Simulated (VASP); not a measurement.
Cs2CdSi:

```
Cs Cd Si
1.0
     6.35807    0.00000    0.00000
     0.00000    6.35807    0.00000
     0.00000    0.00000    4.14143
Cs Cd Si
2 1 1
Direct
  0.00000 0.50000 0.50000
  0.50000 0.00000 0.50000
  0.50000 0.50000 0.50000
  0.00000 0.00000 0.00000
```

The cell was generated, and may not be a known phase.

| Property | Result |
| --- | --- |
| Program | VASP 6.6.1 |
| Task | relaxation of cell and atoms |
| Functional | PBE |
| Potentials or basis | VASP PAW PBE potentials, release 64 (Cs_sv, Cd, Si) |
| Cutoff | 600 eV |
| k mesh | 4 × 4 × 4 |
| Occupations | gaussian, width 0.1 eV |
| Spin | no spin polarisation |

At the start: pressure 2.7 GPa; volume 41.85 Å³/atom.

Where does the relaxation end?

Over 12 steps the energy falls by 174.4 meV/atom and the volume is 46.41 Å³/atom (+10.9 %); space group P4/mmm (No. 123, to 0.1 Å) before and after.

The path:
| step | energy change (eV) | largest force (eV/Å) | pressure (GPa) | volume (Å³) |
| --- | --- | --- | --- | --- |
| 1 | 0.0000 | 0.0000 | 2.73 | 167.42 |
| 2 | -0.4444 | 0.0000 | 0.67 | 184.92 |
| 3 | -0.5715 | 0.0000 | -0.20 | 198.07 |
| 4 | -0.5216 | 0.0000 | -1.18 | 224.88 |
| 5 | -0.5934 | 0.0000 | -0.64 | 207.38 |
| 6 | -0.5934 | 0.0000 | -0.60 | 206.51 |
| 7 | -0.6383 | 0.0000 | -0.52 | 200.91 |
| 8 | -0.6917 | 0.0000 | 0.07 | 184.10 |
| 9 | -0.6955 | 0.0000 | -0.18 | 188.84 |
| 10 | -0.6965 | 0.0000 | -0.11 | 187.44 |
| 11 | -0.6965 | 0.0000 | -0.09 | 187.06 |
| 12 | -0.6974 | 0.0000 | -0.02 | 185.66 |

Final structure:
```
Cs Cd Si
1.0
     7.19883    0.00000    0.00000
     0.00000    7.19883    0.00000
     0.00000    0.00000    3.58257
Cs Cd Si
2 1 1
Direct
  0.00000 0.50000 0.50000
  0.50000 0.00000 0.50000
  0.50000 0.50000 0.50000
  0.00000 0.00000 0.00000
```

Caveat: the k points lie up to 0.44 Å⁻¹ apart in the final cell.
